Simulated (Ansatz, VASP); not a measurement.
# NaF: VASP beside Ansatz

```
Na F
1.0
     0.00000    2.29724    2.29724
     2.29724    0.00000    2.29724
     2.29724    2.29724    0.00000
Na F
1 1
Direct
  0.00000 0.00000 0.00000
  0.50000 0.50000 0.50000
```

Alike in both runs: task single point; functional HSE06; k mesh 4 × 4 × 4; occupations fermi-dirac, width 0.5 eV; no spin polarisation.

```csv
,VASP,Ansatz
version,VASP 6.6.1,Ansatz 0.2.0
potentials or method,"VASP PAW PBE potentials, release 64 (Na_pv, F)",plane waves
plane-wave cutoff (eV),520,420
valence electrons in the cell,14,16
```

|  | VASP | Ansatz | Ansatz less VASP |
| --- | --- | --- | --- |
| pressure (GPa) | 1.6 | 1.5 | -0.11 |

VASP's potentials hold 14 valence electrons a cell and Ansatz's 16, so a difference there can come from the potentials and not from the codes. Ansatz's warnings: stress exchange threshold loose, stress scf threshold loose.

The k mesh is coarse, so the values compare programs but aren't converged.
